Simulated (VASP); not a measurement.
# TePb (rocksalt type) (Fm-3m) in VASP: notebook

The runs below take TePb (rocksalt type) through single point, with PBE.

Everything below comes from runs of VASP 6.6.1. Logs are shortened: lines on timing, memory, paths and dates and some standing lists are left out, and cuts for length are marked.

### 1 The cell of the first run

It takes space group Fm-3m (No. 225, cubic). The conventional cell has a = 5.886 Å, b = 5.886 Å, c = 5.886 Å, α = 90.00°, β = 90.00°, γ = 90.00°. Within 3.9 Å of Pb (site symmetry m-3m) lie 6 Te at 2.94 Å. Te (site symmetry m-3m) has 6 Pb at 2.94 Å within 3.9 Å.

### 2 Single point, PBE (volume scaled by 0.72)

INCAR

```
ALGO     = Normal         # electronic algorithm
EDIFF    = 1E-6           # SCF threshold, eV
ENCUT    = 520            # plane-wave cutoff, eV
GGA      = PE             # functional
ISIF     = 2              # what is computed and relaxed
ISMEAR   = -1             # smearing method
LASPH    = True           # aspherical terms in the spheres
LCHARG   = False          # write CHGCAR
LREAL    = False          # projectors in reciprocal space
LWAVE    = False          # write WAVECAR
NBANDS   = 17             # bands
NELM     = 100            # most SCF steps
PREC     = Accurate       # precision mode
SIGMA    = 0.1            # smearing width, eV
```

KPOINTS

```
k-points
0
Gamma
  11 11 11
```

POSCAR

```
TePb
1.0
    0.0000000000      2.9430421683      2.9430421683
    2.9430421683      0.0000000000      2.9430421683
    2.9430421683      2.9430421683      0.0000000000
Pb Te
1 1
Direct
    0.0000000000      0.0000000000      0.0000000000
    0.5000000000      0.5000000000      0.5000000000
```

Potentials or basis: VASP PAW PBE potentials, release 64 (Pb_d, Te).

Started as:

```bash
$ cat potpaw_PBE.64/Pb_d/POTCAR potpaw_PBE.64/Te/POTCAR > POTCAR
$ mpirun -np 1 vasp_std > vasp.out
```

OUTCAR:

```text
EDIFF = 1E-6
   ENCUT = 520
   GGA = PE
   ISIF = 2
   ISMEAR = -1
   LASPH = True
   LREAL = False
   NELM = 100
   PREC = Accurate

 ion  position               nearest neighbor table
   1  0.000  0.000  0.000-   2 2.94   2 2.94   2 2.94   2 2.94   2 2.94   2 2.94
   2  0.500  0.500  0.500-   1 2.94   1 2.94   1 2.94   1 2.94   1 2.94   1 2.94

  LATTYP: Found a face centered cubic cell.
 ALAT       =     5.8860843366

  Lattice vectors:

 A1 = (   0.0000000000,   2.9430421683,   2.9430421683)
 A2 = (   2.9430421683,   0.0000000000,   2.9430421683)
 A3 = (   2.9430421683,   2.9430421683,   0.0000000000)

Analysis of symmetry for initial positions (statically):
=====================================================================
 Subroutine PRICEL returns:
 Original cell was already a primitive cell.

 Routine SETGRP: Setting up the symmetry group for a
 face centered cubic supercell.

 Subroutine GETGRP returns: Found 48 space group operations
 (whereof 48 operations were pure point group operations)
 out of a pool of 48 trial point group operations.

The static configuration has the point symmetry O_h .

Analysis of symmetry for dynamics (positions and initial velocities):
=====================================================================
 Subroutine PRICEL returns:
 Original cell was already a primitive cell.

 Routine SETGRP: Setting up the symmetry group for a
 face centered cubic supercell.

 Subroutine GETGRP returns: Found 48 space group operations
 (whereof 48 operations were pure point group operations)
 out of a pool of 48 trial point group operations.

The dynamic configuration has the point symmetry O_h .

 Subroutine INISYM returns: Found 48 space group operations
 (whereof 48 operations are pure point group operations),
 and found     1 'primitive' translations

----------------------------------------------------------------------------------------

                                     Primitive cell

  volume of cell :      50.9823

  direct lattice vectors                    reciprocal lattice vectors
     0.000000000  2.943042168  2.943042168    -0.169892231  0.169892231  0.169892231
     2.943042168  0.000000000  2.943042168     0.169892231 -0.169892231  0.169892231
     2.943042168  2.943042168  0.000000000     0.169892231  0.169892231 -0.169892231

  length of vectors
     4.162090149  4.162090149  4.162090149     0.294261976  0.294261976  0.294261976

  position of ions in fractional coordinates (direct lattice)
     0.000000000  0.000000000  0.000000000
     0.500000000  0.500000000  0.500000000

  ion indices of the primitive-cell ions
   primitive index   ion index
                 1           1
                 2           2

----------------------------------------------------------------------------------------

 KPOINTS: k-points

Automatic generation of k-mesh.
 Grid dimensions read from file:
 generate k-points for:   11   11   11

 Generating k-lattice:

  Cartesian coordinates                     Fractional coordinates (reciprocal lattice)
    -0.015444748  0.015444748  0.015444748     0.090909091  0.000000000  0.000000000
     0.015444748 -0.015444748  0.015444748     0.000000000  0.090909091  0.000000000
     0.015444748  0.015444748 -0.015444748     0.000000000  0.000000000  0.090909091

  Length of vectors
     0.026751089  0.026751089  0.026751089

  Shift w.r.t. Gamma in fractional coordinates (k-lattice)
     0.000000000  0.000000000  0.000000000

 Subroutine IBZKPT returns following result:
 ===========================================

 Found     56 irreducible k-points:

 Following reciprocal coordinates:
            Coordinates               Weight
  0.000000  0.000000  0.000000      1.000000
  0.090909  0.000000  0.000000      8.000000
  0.181818  0.000000  0.000000      8.000000
  0.272727  0.000000  0.000000      8.000000
  0.363636  0.000000  0.000000      8.000000
  0.454545  0.000000  0.000000      8.000000
[... 16 lines left out ...]
 -0.272727  0.181818  0.000000     24.000000
 -0.181818  0.181818  0.000000     12.000000
 [... further k-points ...]
   k-points           NKPTS =     56   k-points in BZ     NKDIM =     56   number of bands    NBANDS=     17
   number of dos      NEDOS =    301   number of ions     NIONS =      2
   total plane-waves  NPLWV =  32768
   dimension x,y,z NGX =    32 NGY =   32 NGZ =   32
   dimension x,y,z NGXF=    64 NGYF=   64 NGZF=   64
   ions per type =               1   1
   NGX,Y,Z   is equivalent  to a cutoff of  12.78, 12.78, 12.78 a.u.
   NGXF,Y,Z  is equivalent  to a cutoff of  25.56, 25.56, 25.56 a.u.
 SYSTEM =  unknown system
   PREC   = accura    normal or accurate (medium, high low for compatibility)
   ISTART =      0    job   : 0-new  1-cont  2-samecut
   ICHARG =      2    charge: 1-file 2-atom 10-const
   ISPIN  =      1    spin polarized calculation?
   LNONCOLLINEAR =      F non collinear calculations
   LSORBIT =      F    spin-orbit coupling
   LASPH  =      T    aspherical Exc in radial PAW
   ENCUT  =  520.0 eV  38.22 Ry    6.18 a.u.   7.74  7.74  7.74*2*pi/ulx,y,z
   NELM   =    100;   NELMIN=  2; NELMDL= -5     # of ELM steps
   EDIFF  = 0.1E-05   stopping-criterion for ELM
   LREAL  =      F    real-space projection
   EDIFFG = 0.1E-04   stopping-criterion for IOM
   NSW    =      0    number of steps for IOM
   IBRION =     -1    ionic relax: 0-MD 1-quasi-New 2-CG
   NFREE  =      0    steps in history (QN), initial steepest desc. (CG)
   ISIF   =      2    stress and relaxation
   ISYM   =      2    0-nonsym 1-usesym 2-fastsym
   POTIM  = 0.5000    time-step for ionic-motion
   TEBEG  =    0.0;   TEEND  =   0.0 temperature during run
   PSTRESS=    0.0 pullay stress
   NELECT =      20.0000    total number of electrons
   NUPDOWN=      -1.0000    fix difference up-down
   EMIN   =  10.00;   EMAX   =-10.00  energy-range for DOS
   EFERMI =   0.00;   METHOD = LEGACY
   ISMEAR =    -1;   SIGMA  =   0.10  broadening in eV -4-tet -1-fermi 0-gaus
   EFERMI_NEDOS =   21; number of points for ismear=-14 and -15
   IALGO  =     38    algorithm
   IMIX   =      4    mixing-type and parameters
     AMIX     =   0.40;   BMIX     =  1.00
     AMIX_MAG =   1.60;   BMIX_MAG =  1.00
  volume/ion in A,a.u.               =      25.49       172.02
  Fermi-wavevector in a.u.,A,eV,Ry     =   1.198427  2.264699 19.541067  1.436228
  Thomas-Fermi vector in A             =   2.334316
   LORBIT       =      0    0 simple, 1 ext, 2 COOP (PROOUT), +10 PAW based schemes
   GGA     = PE    functional components
   LHFCALC =     F    Hartree Fock is set to
   AEXX    =    0.0000 exact exchange contribution
   IVDW    =     0    specifies the selected vdW correction
   LEPSILON=     F    determine dielectric tensor
   LRPA    =     F    only Hartree local field effects (RPA)
 non-spin polarized calculation
  energy-cutoff  :      520.00
  volume of cell :       50.98
 maximum number of plane-waves:      1391
   NGX = 15   NGY = 15   NGZ = 15

 number of electron      19.9999997 magnetization

 Free energy of the ion-electron system (eV)
  ---------------------------------------------------
  ext. energy  EPLUGINS =         0.00000000
  ---------------------------------------------------
  free energy    TOTEN  =        -6.30126110 eV

  energy without entropy =       -6.29755028  energy(sigma->0) =       -6.29940569

 E-fermi :   9.9607     XC(G=0): -10.6254

 val. band max:        9.7761416107   @ k =   0.4545   0.0000   0.0000
 cond. band min:      10.1736087291   @ k =   0.4545   0.0000   0.0000
 fundamental gap:      0.3974671183
 Fermi energy:         9.9607085270

 k-point     1 :       0.0000    0.0000    0.0000
  band No.  band energies     occupation
      1      -7.6804      2.00000
      2      -7.6804      2.00000
      3      -7.6416      2.00000
      4      -7.6416      2.00000
      5      -7.6416      2.00000
      6      -4.9969      2.00000
[... 9 lines left out ...]
     16      14.8670      0.00000
     17      15.8524      0.00000

 k-point     2 :       0.0909    0.0000    0.0000
  band No.  band energies     occupation
      1      -7.6843      2.00000
      2      -7.6843      2.00000
      3      -7.6416      2.00000
      4      -7.6383      2.00000
      5      -7.6383      2.00000
      6      -4.8952      2.00000
[... 9 lines left out ...]
     16      15.0833      0.00000
     17      16.8478      0.00000

 k-point     3 :       0.1818    0.0000    0.0000
  band No.  band energies     occupation
      1      -7.6959      2.00000
      2      -7.6959      2.00000
      3      -7.6419      2.00000
      4      -7.6281      2.00000
      5      -7.6281      2.00000
      6      -4.5925      2.00000
[... 9 lines left out ...]
     16      15.6059      0.00000
     17      18.6252      0.00000

 k-point     4 :       0.2727    0.0000    0.0000
  band No.  band energies     occupation
      1      -7.7123      2.00000
      2      -7.7123      2.00000
      3      -7.6432      2.00000
      4      -7.6135      2.00000
      5      -7.6135      2.00000
      6      -4.1000      2.00000
[... 9 lines left out ...]
     16      16.4110      0.00000
     17      20.7525      0.00000
[... 343 lines left out ...]
      1      -7.7704      2.00000
      2      -7.7264      2.00000
      3      -7.6322      2.00000
      4      -7.6042      2.00000
      5      -7.5927      2.00000
      6      -2.6652      2.00000
[... 9 lines left out ...]
     16      17.9914      0.00000
     17      21.2022      0.00000

 k-point    23 :      -0.2727    0.1818    0.0000
  band No.  band energies     occupation
      1      -7.7437      2.00000
      2      -7.7278      2.00000
      3      -7.6338      2.00000
      4      -7.6063      2.00000
      5      -7.6052      2.00000
      6      -3.3238      2.00000
[... 9 lines left out ...]
     16      19.4706      0.00000
     17      19.8278      0.00000

 k-point    24 :      -0.1818    0.1818    0.0000
  band No.  band energies     occupation
      1      -7.7218      2.00000
      2      -7.7173      2.00000
      3      -7.6386      2.00000
      4      -7.6174      2.00000
      5      -7.6101      2.00000
      6      -3.9222      2.00000
[... 9 lines left out ...]
     16      18.5149      0.00000
     17      18.7908      0.00000

 [... further k-points ...]

------------------------ aborting loop because EDIFF is reached ----------------------------------------

  FORCE on cell =-STRESS in cart. coord.  units (eV):
  Direction    XX          YY          ZZ          XY          YZ          ZX
  --------------------------------------------------------------------------------------
  -------------------------------------------------------------------------------------
  Total        8.4455161      8.4455161      8.4455161      0.0000000      0.0000000      0.0000000
  in kB      265.4100275    265.4100275    265.4100275      0.0000000      0.0000000      0.0000000
  external PRESSURE =     265.4100275 kB  Pullay stress =       0.0000000 kB

 VOLUME and BASIS-vectors are now :
 -----------------------------------------------------------------------------
  energy-cutoff  :      520.00
  volume of cell :       50.98
      direct lattice vectors                 reciprocal lattice vectors
     0.000000000  2.943042168  2.943042168    -0.169892231  0.169892231  0.169892231
     2.943042168  0.000000000  2.943042168     0.169892231 -0.169892231  0.169892231
     2.943042168  2.943042168  0.000000000     0.169892231  0.169892231 -0.169892231

 POSITION                                       TOTAL-FORCE (eV/Angst)
 -----------------------------------------------------------------------------------
      0.00000      0.00000      0.00000        -0.000000      0.000000      0.000000
      2.94304      2.94304      2.94304         0.000000     -0.000000     -0.000000
 -----------------------------------------------------------------------------------
    total drift:                                0.000000     -0.000000     -0.000000

  FREE ENERGIE OF THE ION-ELECTRON SYSTEM (eV)
  ---------------------------------------------------
  free  energy   TOTEN  =        -6.3012611029 eV

  energy  without entropy=       -6.2975502769  energy(sigma->0) =       -6.29940569
```

Wall time 28 s (1 thread of Intel Xeon Platinum 8259CL at 2.50GHz (Skylake/Cascade Lake), shared host); peak memory 0.2 GiB.

Results:

* Free energy: -6.3013 eV
* Pressure: 26.5 GPa

Levels at points of the mesh, in eV from the Fermi level:
| k point | band 7 | band 8 | band 9 | band 10 | band 11 | band 12 | band 13 | band 14 |
| --- | --- | --- | --- | --- | --- | --- | --- | --- |
| (0.00, 0.00, 0.00) | -4.83 | -2.71 | -2.71 | -2.71 | 4.13 | 4.13 | 4.13 | 4.91 |

Caveat: this odd mesh misses L, where the gap lies, so gap, dielectric constants and Born charges aren't listed; spin-orbit coupling is left out, which moves the levels of the heavy elements.

### 3 Single point, PBE (volume scaled by 0.72)

INCAR

```
SYSTEM = TePb
PREC = Accurate ; ENCUT = 520
EDIFF = 1E-6 ; ISMEAR = -1
SIGMA = 0.1 ; LREAL = .FALSE.
LASPH = .TRUE. ; NELM = 100
ALGO = Normal ; ISIF = 2
LWAVE = .FALSE. ; LCHARG = .FALSE.
GGA = PE ; NBANDS = 17
```

KPOINTS

```
regular mesh
0
G
  11 11 11
  0 0 0
```

POSCAR is that of step 2.

Potentials or basis: VASP PAW PBE potentials, release 64 (Pb_d, Te).

Started as:

```bash
$ cat potpaw_PBE.64/Pb_d/POTCAR potpaw_PBE.64/Te/POTCAR > POTCAR
$ mpirun -np 1 vasp_std > vasp.out
```

Wall time 27 s (1 thread of Intel Xeon Platinum 8259CL at 2.50GHz (Skylake/Cascade Lake), shared host); peak memory 0.2 GiB.

The run converged. Its results:

```yaml
Free_energy: -6.3013 eV
Pressure: 26.5 GPa
```

Levels at points of the mesh, in eV from the Fermi level:
```tsv
k point	band 8	band 9	band 10	band 11	band 12	band 13
(0.00, 0.00, 0.00)	-2.71	-2.71	-2.71	4.13	4.13	4.13
```

Caveat: this odd mesh misses L, where the gap lies, so gap, dielectric constants and Born charges aren't listed; spin-orbit coupling is left out, which moves the levels of the heavy elements.

### 4 Single point, PBE (volume scaled by 0.8)

INCAR

```
SYSTEM = TePb
ALGO = Normal
EDIFF = 1E-7
ENCUT = 520
GGA = PE
ISIF = 2
ISMEAR = -1
LASPH = .TRUE.
LCHARG = .TRUE.
LELF = .TRUE.
LREAL = .FALSE.
LVHAR = .TRUE.
LWAVE = .FALSE.
NBANDS = 17
NELM = 60
PREC = Accurate
SIGMA = 0.1
```

KPOINTS

```
k-points
0
G
  11 11 11
  0 0 0
```

POSCAR

```
TePb
1.0
    0.0000000000      3.0482387639      3.0482387639
    3.0482387639      0.0000000000      3.0482387639
    3.0482387639      3.0482387639      0.0000000000
Pb Te
1 1
Direct
    0.0000000000      0.0000000000      0.0000000000
    0.5000000000      0.5000000000      0.5000000000
```

Started as:

```bash
$ cat potpaw_PBE.64/Pb_d/POTCAR potpaw_PBE.64/Te/POTCAR > POTCAR
$ mpirun -np 1 vasp_std > vasp.out
```

It took 30 s on 1 thread of Intel Xeon Platinum 8259CL at 2.50GHz (Skylake/Cascade Lake), shared host; peak memory 0.21 GiB.

Results (log left out):

```
Free energy : -7.0065 eV
Pressure    : 14.2 GPa
```

Levels at points of the mesh, in eV from the Fermi level:
| k point | band 7 | band 8 | band 9 | band 10 | band 11 | band 12 | band 13 | band 14 |
| --- | --- | --- | --- | --- | --- | --- | --- | --- |
| (0.00, 0.00, 0.00) | -5.33 | -2.33 | -2.33 | -2.33 | 3.98 | 3.98 | 3.98 | 5.10 |

Caveat: this odd mesh misses L, where the gap lies, so gap, dielectric constants and Born charges aren't listed; spin-orbit coupling is left out, which moves the levels of the heavy elements.
